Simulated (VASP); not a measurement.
# Gd: density of states with PBE

Crystal: Gd.

```
CELL_PARAMETERS angstrom
3.62646 0.00000 0.00000
-1.81323 3.14061 0.00000
0.00000 0.00000 5.76743
ATOMIC_POSITIONS crystal
Gd 0.33333 0.66667 0.25000
Gd 0.66666 0.33333 0.75000
```

```yaml
Program: VASP 6.6.1
Task: density of states
Functional: PBE
Potentials_or_basis: VASP PAW PBE potentials, release 64 (Gd)
Cutoff: 520 eV
k_mesh: 8 × 8 × 4
Occupations: fermi-dirac, width 0.1 eV
Spin: collinear spin, ferromagnetic start
Starting_moments: "[-4.0, -4.0] μB"
Dipole_correction: no
k_mesh_for_the_DOS: 12 × 12 × 6
Occupations_for_the_DOS: tetrahedron
Further_INCAR_settings: ALGO = Normal; EDIFF = 1e-06
```

The net moment is -15.22 μB per cell. The site moments are Gd -7.02 μB. The valence electrons inside the program's atomic spheres are Gd 15.18.

Levels at points of the mesh, in eV from the Fermi level:
Spin up:
```tsv
k point	band 7	band 8	band 9	band 10	band 11	band 12	band 13	band 14
(0.00, 0.00, 0.00)	-19.89	-19.88	-4.19	-1.46	0.40	0.44	0.49	0.56
(0.50, 0.00, 0.00)	-20.10	-19.99	-1.07	-0.93	-0.60	0.44	0.50	0.57
(0.00, 0.50, 0.00)	-20.10	-19.99	-1.07	-0.93	-0.60	0.44	0.50	0.57
(0.00, 0.00, 0.50)	-19.96	-19.96	-2.63	-2.63	0.31	0.31	0.52	0.52
(0.50, 0.00, 0.50)	-20.10	-20.10	-1.36	-1.36	0.26	0.26	0.54	0.54
(0.00, 0.50, 0.50)	-20.10	-20.10	-1.36	-1.36	0.26	0.26	0.54	0.54
```
Spin down:
```
           k point  band 24  band 25  band 26
(0.00, 0.00, 0.00)    -2.51     1.06     1.33
(0.50, 0.00, 0.00)    -1.77    -1.32    -0.10
(0.00, 0.50, 0.00)    -1.77    -1.32    -0.10
(0.00, 0.00, 0.50)    -3.60     0.48     0.48
(0.50, 0.00, 0.50)    -2.19    -0.48    -0.48
(0.00, 0.50, 0.50)    -2.19    -0.48    -0.48
```

Run time: 13 min on 1 thread of Intel(R) Xeon(R) 6975P-C (Granite Rapids) (shared host), peak memory 0.55 GiB.

Caveat: the bands computed are all filled at some k points, so no gap is given; spin-orbit coupling is left out, which moves the levels of the heavy elements. The state reached can hang on the start; a lower one may exist.
